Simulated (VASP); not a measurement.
## SiNi3: single point with PBEsol

Crystal: SiNi3.

```
Si Ni
1.0
     3.37471    0.00000    0.00000
     0.00000    3.37471    0.00000
     0.00000    0.00000    3.46125
Si Ni
1 3
Direct
  0.00000 0.00000 0.00000
  0.00000 0.50000 0.50000
  0.50000 0.00000 0.50000
  0.50000 0.50000 0.00000
```

This cell differs from its parent crystal: strain -0.025 along x and y, +0.000 along z.

```json
{
  "Program": "VASP 6.6.1",
  "Task": "single point",
  "Functional": "PBEsol",
  "Potentials or basis": "VASP PAW PBE potentials, release 64 (Si, Ni)",
  "Cutoff": "520 eV",
  "k mesh": "14 × 14 × 14",
  "Occupations": "gaussian, width 0.15 eV",
  "Spin": "no spin polarisation",
  "Dipole correction": "no",
  "Further INCAR settings": "ALGO = Fast; EDIFF = 1e-07; NBANDS = 25"
}
```

| Quantity | Value |
| --- | --- |
| Pressure | 13.8 GPa |
| Band gap on the k mesh | zero (bands 17 and 18 overlap by 0.36 eV) |

Stress tensor (GPa, compression positive):
```
15.56  0.00  0.00
 0.00 15.56  0.00
 0.00  0.00 10.29
```

Levels at points of the mesh, in eV from the Fermi level:
```
           k point  band 13  band 14  band 15  band 16  band 17  band 18  band 19  band 20  band 21  band 22
(0.00, 0.00, 0.00)    -0.83    -0.79    -0.63    -0.34    -0.02    -0.02     0.11     5.63     6.65     6.89
(0.50, 0.00, 0.00)    -1.53    -1.44    -1.31    -0.67    -0.02     3.84     4.18     5.17     5.62     5.67
(0.50, 0.50, 0.00)    -1.60    -1.60    -1.21    -1.17    -1.05     0.80     0.80     6.05     6.61     7.77
(0.00, 0.00, 0.50)    -1.44    -1.44    -1.32    -0.56     0.11     3.89     3.89     5.57     5.57     5.99
(0.50, 0.00, 0.50)    -1.63    -1.61    -1.30    -1.17    -1.13     0.70     0.71     6.25     6.87     8.01
(0.50, 0.50, 0.50)    -1.63    -1.52    -1.35    -0.64    -0.28    -0.22    -0.22     1.63     4.29     4.45
```

Run time: 11 min on 1 thread of Intel Xeon 8259CL, with other jobs on the host, peak memory 0.34 GiB.

Caveat: the cell differs from its parent crystal (strain -0.025 along x and y, +0.000 along z); the stress differs along the axes, from 10 to 16 GPa; the PAW data sets were made with another functional, which shifts forces and pressure a little. Spin polarisation is off, so any magnetic state and its effect on volume and gap are missing.
